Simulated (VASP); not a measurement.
# Al (Cmmm) in VASP: a series of runs

The runs below take Al through single point, relaxation of cell and atoms, with PBE.

Everything below comes from runs of VASP 6.6.1. Logs are shortened: lines on timing, memory, paths and dates and some standing lists are left out, and cuts for length are marked.

## Step 1: The cell of the first run

The structure is orthorhombic, space group Cmmm (No. 65). The conventional cell has a = 4.889 Å, b = 5.974 Å, c = 7.379 Å, α = 90.00°, β = 90.00°, γ = 90.00°. Al (site symmetry m) has 5 Al at 2.48 to 2.50 Å within 3.3 Å. Within 3.3 Å of Al (site symmetry m2m) lie 5 Al at 2.48 to 2.50 Å.

The cell was built from a structure type or drawn by symmetry, and may not be a known phase.

## Step 2: Single point, PBE

Input file INCAR:

```
SYSTEM = Al
PREC     = Accurate       ! precision mode
ENCUT    = 520            ! plane-wave cutoff, eV
EDIFF    = 1E-6           ! SCF threshold, eV
ISMEAR   = 0              ! smearing method
SIGMA    = 0.1            ! smearing width, eV
LREAL    = .FALSE.        ! projectors in reciprocal space
LASPH    = .TRUE.         ! aspherical terms in the spheres
NELM     = 100            ! most SCF steps
ALGO     = Normal         ! electronic algorithm
ISIF     = 2              ! what is computed and relaxed
LWAVE    = .FALSE.        ! write WAVECAR
LCHARG   = .FALSE.        ! write CHGCAR
GGA      = PE             ! functional
NBANDS   = 18             ! bands
```

Input file KPOINTS:

```
Automatic mesh
0
G
  4 4 4
  0 0 0
```

Input file POSCAR:

```
Al
1.0
    2.4444118300     -2.9871512800      0.0000000000
    2.4444118300      2.9871512800      0.0000000000
    0.0000000000      0.0000000000      7.3794070800
Al
6
Direct
    0.2078974700      0.7921025300      0.6677314300
    0.7921025300      0.2078974700      0.6677314300
    0.7921025300      0.2078974700      0.3322685700
    0.2078974700      0.7921025300      0.3322685700
    0.2921958800      0.7078041200      0.0000000000
    0.7078041200      0.2921958800      0.0000000000
```

Potentials or basis: VASP PAW PBE potentials, release 64 (Al).

The run is started by

```console
cat potpaw_PBE.64/Al/POTCAR > POTCAR
mpirun -np 1 vasp_std > vasp.out
```

OUTCAR:

```text
SYSTEM = Al
   PREC = Accurate
   ENCUT = 520
   EDIFF = 1E-6
   ISMEAR = 0
   LREAL = .FALSE.
   LASPH = .TRUE.
   NELM = 100
   ISIF = 2
   GGA = PE

 ion  position               nearest neighbor table
   1  0.208  0.792  0.668-   4 2.48   2 2.48   2 2.50   2 2.50   5 2.50
   2  0.792  0.208  0.668-   3 2.48   1 2.48   1 2.50   1 2.50   6 2.50
   3  0.792  0.208  0.332-   2 2.48   4 2.48   4 2.50   4 2.50   6 2.50
   4  0.208  0.792  0.332-   1 2.48   3 2.48   3 2.50   3 2.50   5 2.50
   5  0.292  0.708  0.000-   6 2.48   6 2.50   6 2.50   1 2.50   4 2.50
   6  0.708  0.292  0.000-   5 2.48   5 2.50   5 2.50   2 2.50   3 2.50

  LATTYP: Found a base centered orthorhombic cell.
 ALAT       =     4.8888236600
 B/A-ratio  =     1.2220327374
 C/A-ratio  =     1.5094443149

  Lattice vectors:

 A1 = (   2.4444118300,  -2.9871512800,   0.0000000000)
 A2 = (   2.4444118300,   2.9871512800,   0.0000000000)
 A3 = (   0.0000000000,   0.0000000000,   7.3794070800)

Analysis of symmetry for initial positions (statically):
=====================================================================
 Subroutine PRICEL returns:
 Original cell was already a primitive cell.

 Routine SETGRP: Setting up the symmetry group for a
 base centered orthorhombic supercell.

 Subroutine GETGRP returns: Found  8 space group operations
 (whereof  8 operations were pure point group operations)
 out of a pool of  8 trial point group operations.

The static configuration has the point symmetry D_2h.

Analysis of symmetry for dynamics (positions and initial velocities):
=====================================================================
 Subroutine PRICEL returns:
 Original cell was already a primitive cell.

 Routine SETGRP: Setting up the symmetry group for a
 base centered orthorhombic supercell.

 Subroutine GETGRP returns: Found  8 space group operations
 (whereof  8 operations were pure point group operations)
 out of a pool of  8 trial point group operations.

The dynamic configuration has the point symmetry D_2h.

 Subroutine INISYM returns: Found  8 space group operations
 (whereof  8 operations are pure point group operations),
 and found     1 'primitive' translations

----------------------------------------------------------------------------------------

                                     Primitive cell

  volume of cell :     107.7663

  direct lattice vectors                    reciprocal lattice vectors
     2.444411830 -2.987151280  0.000000000     0.204548184 -0.167383555  0.000000000
     2.444411830  2.987151280  0.000000000     0.204548184  0.167383555  0.000000000
     0.000000000  0.000000000  7.379407080     0.000000000  0.000000000  0.135512242

  length of vectors
     3.859821494  3.859821494  7.379407080     0.264305153  0.264305153  0.135512242

  position of ions in fractional coordinates (direct lattice)
     0.207897470  0.792102530  0.667731430
     0.792102530  0.207897470  0.667731430
     0.792102530  0.207897470  0.332268570
     0.207897470  0.792102530  0.332268570
     0.292195880  0.707804120  0.000000000
     0.707804120  0.292195880  0.000000000

  ion indices of the primitive-cell ions
   primitive index   ion index
                 1           1
                 2           2
                 3           3
                 4           4
                 5           5
                 6           6

----------------------------------------------------------------------------------------

 KPOINTS: Automatic mesh

Automatic generation of k-mesh.
 Grid dimensions read from file:
 generate k-points for:    4    4    4

 Generating k-lattice:

  Cartesian coordinates                     Fractional coordinates (reciprocal lattice)
     0.051137046 -0.041845889  0.000000000     0.250000000  0.000000000  0.000000000
     0.051137046  0.041845889  0.000000000     0.000000000  0.250000000  0.000000000
     0.000000000  0.000000000  0.033878061     0.000000000  0.000000000  0.250000000

  Length of vectors
     0.066076288  0.066076288  0.033878061

  Shift w.r.t. Gamma in fractional coordinates (k-lattice)
     0.000000000  0.000000000  0.000000000

 Subroutine IBZKPT returns following result:
 ===========================================

 Found     21 irreducible k-points:

 Following reciprocal coordinates:
            Coordinates               Weight
  0.000000  0.000000  0.000000      1.000000
  0.250000 -0.000000  0.000000      4.000000
  0.500000 -0.000000  0.000000      2.000000
  0.250000  0.250000  0.000000      2.000000
  0.500000  0.250000  0.000000      4.000000
 -0.250000  0.250000  0.000000      2.000000
[... 13 lines left out ...]
 -0.250000  0.250000  0.500000      2.000000
  0.500000  0.500000  0.500000      1.000000
   k-points           NKPTS =     21   k-points in BZ     NKDIM =     21   number of bands    NBANDS=     18
   number of dos      NEDOS =    301   number of ions     NIONS =      6
   total plane-waves  NPLWV =  50400
   dimension x,y,z NGX =    30 NGY =   30 NGZ =   56
   dimension x,y,z NGXF=    60 NGYF=   60 NGZF=  112
   ions per type =               6
   NGX,Y,Z   is equivalent  to a cutoff of  12.92, 12.92, 12.62 a.u.
   NGXF,Y,Z  is equivalent  to a cutoff of  25.84, 25.84, 25.23 a.u.
 SYSTEM =  Al
   PREC   = accura    normal or accurate (medium, high low for compatibility)
   ISTART =      0    job   : 0-new  1-cont  2-samecut
   ICHARG =      2    charge: 1-file 2-atom 10-const
   ISPIN  =      1    spin polarized calculation?
   LNONCOLLINEAR =      F non collinear calculations
   LSORBIT =      F    spin-orbit coupling
   LASPH  =      T    aspherical Exc in radial PAW
   ENCUT  =  520.0 eV  38.22 Ry    6.18 a.u.   7.18  7.18 13.72*2*pi/ulx,y,z
   NELM   =    100;   NELMIN=  2; NELMDL= -5     # of ELM steps
   EDIFF  = 0.1E-05   stopping-criterion for ELM
   LREAL  =      F    real-space projection
   EDIFFG = 0.1E-04   stopping-criterion for IOM
   NSW    =      0    number of steps for IOM
   IBRION =     -1    ionic relax: 0-MD 1-quasi-New 2-CG
   NFREE  =      0    steps in history (QN), initial steepest desc. (CG)
   ISIF   =      2    stress and relaxation
   ISYM   =      2    0-nonsym 1-usesym 2-fastsym
   POTIM  = 0.5000    time-step for ionic-motion
   TEBEG  =    0.0;   TEEND  =   0.0 temperature during run
   PSTRESS=    0.0 pullay stress
   NELECT =      18.0000    total number of electrons
   NUPDOWN=      -1.0000    fix difference up-down
   EMIN   =  10.00;   EMAX   =-10.00  energy-range for DOS
   EFERMI =   0.00;   METHOD = LEGACY
   ISMEAR =     0;   SIGMA  =   0.10  broadening in eV -4-tet -1-fermi 0-gaus
   EFERMI_NEDOS =   21; number of points for ismear=-14 and -15
   IALGO  =     38    algorithm
   IMIX   =      4    mixing-type and parameters
     AMIX     =   0.40;   BMIX     =  1.00
     AMIX_MAG =   1.60;   BMIX_MAG =  1.00
  volume/ion in A,a.u.               =      17.96       121.21
  Fermi-wavevector in a.u.,A,eV,Ry     =   0.901581  1.703741 11.059467  0.812848
  Thomas-Fermi vector in A             =   2.024679
   LORBIT       =      0    0 simple, 1 ext, 2 COOP (PROOUT), +10 PAW based schemes
   GGA     = PE    functional components
   LHFCALC =     F    Hartree Fock is set to
   AEXX    =    0.0000 exact exchange contribution
   IVDW    =     0    specifies the selected vdW correction
   LEPSILON=     F    determine dielectric tensor
   LRPA    =     F    only Hartree local field effects (RPA)
 non-spin polarized calculation
 Gauss-broadening in eV      SIGMA  =   0.10
  energy-cutoff  :      520.00
  volume of cell :      107.77
 maximum number of plane-waves:      2924
 NGX is ok and might be reduce to    30
   NGX = 15   NGY = 15   NGZ = 27

 number of electron      18.0000000 magnetization

 Free energy of the ion-electron system (eV)
  ---------------------------------------------------
  ext. energy  EPLUGINS =         0.00000000
  ---------------------------------------------------
  free energy    TOTEN  =       -18.24267425 eV

  energy without entropy =      -18.22124760  energy(sigma->0) =      -18.23196092

 E-fermi :   6.6576     XC(G=0):  -9.7666

 val. band max:        6.6572590550   @ k =   0.2500  -0.0000   0.5000
 cond. band min:       6.7008136885   @ k =   0.5000   0.2500   0.5000
 fundamental gap:      0.0435546335
 Fermi energy:         6.6575836687

 k-point     1 :       0.0000    0.0000    0.0000
  band No.  band energies     occupation
      1      -3.6605      2.00000
      2      -1.0123      2.00000
      3      -0.9788      2.00000
      4       4.8372      2.00000
      5       5.9764      2.00000
      6       6.2905      2.00000
[... 10 lines left out ...]
     17      10.8302      0.00000
     18      12.0150      0.00000

 k-point     2 :       0.2500   -0.0000    0.0000
  band No.  band energies     occupation
      1      -3.0358      2.00000
      2      -0.4282      2.00000
      3      -0.3647      2.00000
      4       1.9136      2.00000
      5       4.3791      2.00000
      6       4.3893      2.00000
[... 10 lines left out ...]
     17      11.6804      0.00000
     18      12.6446      0.00000

 k-point     3 :       0.5000   -0.0000    0.0000
  band No.  band energies     occupation
      1      -1.3686      2.00000
      2      -1.0204      2.00000
      3       1.2254      2.00000
      4       1.4012      2.00000
      5       1.6225      2.00000
      6       1.7252      2.00000
[... 10 lines left out ...]
     17      10.6864      0.00000
     18      10.7109      0.00000

 k-point     4 :       0.2500    0.2500    0.0000
  band No.  band energies     occupation
      1      -2.1511      2.00000
      2       0.3878      2.00000
      3       0.5052      2.00000
      4       0.9810      2.00000
      5       3.1517      2.00000
      6       3.5406      2.00000
[... 312 lines left out ...]
      4       0.7302      2.00000
      5       3.8226      2.00000
      6       3.9098      2.00000
[... 10 lines left out ...]
     17      12.4264      0.00000
     18      12.7795      0.00000

 k-point    20 :      -0.2500    0.2500    0.5000
  band No.  band energies     occupation
      1      -2.0239      2.00000
      2      -2.0175      2.00000
      3       2.9893      2.00000
      4       3.0834      2.00000
      5       3.8425      2.00000
      6       3.8945      2.00000
[... 10 lines left out ...]
     17      11.8595      0.00000
     18      12.4499      0.00000

 k-point    21 :       0.5000    0.5000    0.5000
  band No.  band energies     occupation
      1       0.1097      2.00000
      2       0.1678      2.00000
      3       1.4579      2.00000
      4       2.0460      2.00000
      5       2.9390      2.00000
      6       2.9879      2.00000
[... 10 lines left out ...]
     17      14.4167      0.00000
     18      14.5855      0.00000

------------------------ aborting loop because EDIFF is reached ----------------------------------------

  FORCE on cell =-STRESS in cart. coord.  units (eV):
  Direction    XX          YY          ZZ          XY          YZ          ZX
  --------------------------------------------------------------------------------------
  -------------------------------------------------------------------------------------
  Total       13.6034467      6.8807255     12.4041593      0.0000000      0.0000000      0.0000000
  in kB      202.2443898    102.2967313    184.4144120      0.0000000      0.0000000      0.0000000
  external PRESSURE =     162.9851777 kB  Pullay stress =       0.0000000 kB

 VOLUME and BASIS-vectors are now :
 -----------------------------------------------------------------------------
  energy-cutoff  :      520.00
  volume of cell :      107.77
      direct lattice vectors                 reciprocal lattice vectors
     2.444411830 -2.987151280  0.000000000     0.204548184 -0.167383555  0.000000000
     2.444411830  2.987151280  0.000000000     0.204548184  0.167383555  0.000000000
     0.000000000  0.000000000  7.379407080     0.000000000  0.000000000  0.135512242

 POSITION                                       TOTAL-FORCE (eV/Angst)
 -----------------------------------------------------------------------------------
      2.44441      1.74511      4.92746         0.000000     -0.521897      0.160061
      2.44441     -1.74511      4.92746         0.000000      0.521897      0.160061
      2.44441     -1.74511      2.45195         0.000000      0.521897     -0.160061
      2.44441      1.74511      2.45195         0.000000     -0.521897     -0.160061
      2.44441      1.24148      0.00000         0.000000      0.425887     -0.000000
      2.44441     -1.24148      0.00000         0.000000     -0.425887      0.000000
 -----------------------------------------------------------------------------------
    total drift:                                0.000000      0.000000      0.000000

  FREE ENERGIE OF THE ION-ELECTRON SYSTEM (eV)
  ---------------------------------------------------
  free  energy   TOTEN  =       -18.2426742464 eV

  energy  without entropy=      -18.2212476008  energy(sigma->0) =      -18.23196092
```

It took 20 s on 1 thread of Intel Xeon Platinum 8488C (Sapphire Rapids), shared host; peak memory 0.21 GiB.

Results:

- Free energy: -18.2427 eV
- Pressure: 16.3 GPa
- Largest force: 0.546 eV/Å
- Band gap on the k mesh: zero (bands 9 and 10 overlap by 3.06 eV)

Forces on the atoms (eV/Å):
```
Al   0.000 -0.522  0.160
Al   0.000  0.522  0.160
Al   0.000  0.522 -0.160
Al   0.000 -0.522 -0.160
Al   0.000  0.426  0.000
Al   0.000 -0.426  0.000
```

Levels at points of the mesh, in eV from the Fermi level:
| k point | band 6 | band 7 | band 8 | band 9 | band 10 | band 11 | band 12 | band 13 |
| --- | --- | --- | --- | --- | --- | --- | --- | --- |
| (0.00, 0.00, 0.00) | -0.37 | -0.09 | 0.16 | 0.57 | 0.60 | 1.55 | 1.55 | 1.64 |
| (0.50, 0.00, 0.00) | -4.93 | -0.18 | 0.24 | 1.27 | 1.87 | 1.91 | 2.20 | 2.79 |
| (0.50, 0.50, 0.00) | -4.27 | -2.90 | -2.27 | -1.81 | -1.79 | -1.41 | -1.35 | 2.94 |
| (0.00, 0.00, 0.50) | -1.19 | -0.10 | -0.05 | 0.44 | 0.59 | 2.28 | 2.30 | 2.87 |
| (0.50, 0.00, 0.50) | -2.13 | -1.88 | -1.84 | 0.07 | 0.52 | 1.05 | 1.92 | 4.11 |
| (0.50, 0.50, 0.50) | -3.67 | -3.62 | -2.82 | -1.86 | -0.79 | -0.03 | 0.38 | 0.54 |

Caveat: the k points lie up to 0.42 Å⁻¹ apart, too coarse for converged energies and pressures of a metal.

(Part 1 of 2 ends here.)
